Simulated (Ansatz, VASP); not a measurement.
## Mg3F2 in VASP and in Ansatz

```
CELL_PARAMETERS angstrom
3.11686 0.00000 0.00000
-1.55843 2.69928 0.00000
0.00000 0.00000 11.64051
ATOMIC_POSITIONS crystal
Mg 0.00000 0.00000 0.00000
Mg 0.33333 0.66667 0.61624
Mg 0.66667 0.33333 0.38376
F 0.33333 0.66667 0.91918
F 0.66667 0.33333 0.08082
```

Alike in both runs: functional PBE; k mesh 12 × 12 × 4; occupations gaussian, width 0.1 eV; no spin polarisation.

Ansatz relaxed the structure, and its values are those at the end. VASP's run is a single point on that final structure, the one shown.

```csv
,VASP,Ansatz
version,VASP 6.6.1,Ansatz 0.2.0
potentials or method,"VASP PAW PBE potentials, release 64 (Mg, F), cutoff 520 eV","scalar-relativistic, plane waves, PAW"
valence electrons in the cell,20,44
```

VASP gave:

| Property | Result |
| --- | --- |
| gap on the k mesh at the Fermi level (eV) | none |
| pressure (GPa) | -0.3 |
| rms of the force components (eV/Å) | 0.012 |

Problem. Estimate Ansatz's values.

Solution. gap on the k mesh at the Fermi level (eV): none; pressure (GPa): 0.0; rms of the force components (eV/Å): 0.000.

A gap of «none» marks a metal or a gap that the smearing closes. VASP's potentials hold 20 valence electrons a cell and Ansatz's 44, so a difference there can come from the potentials and not from the codes.
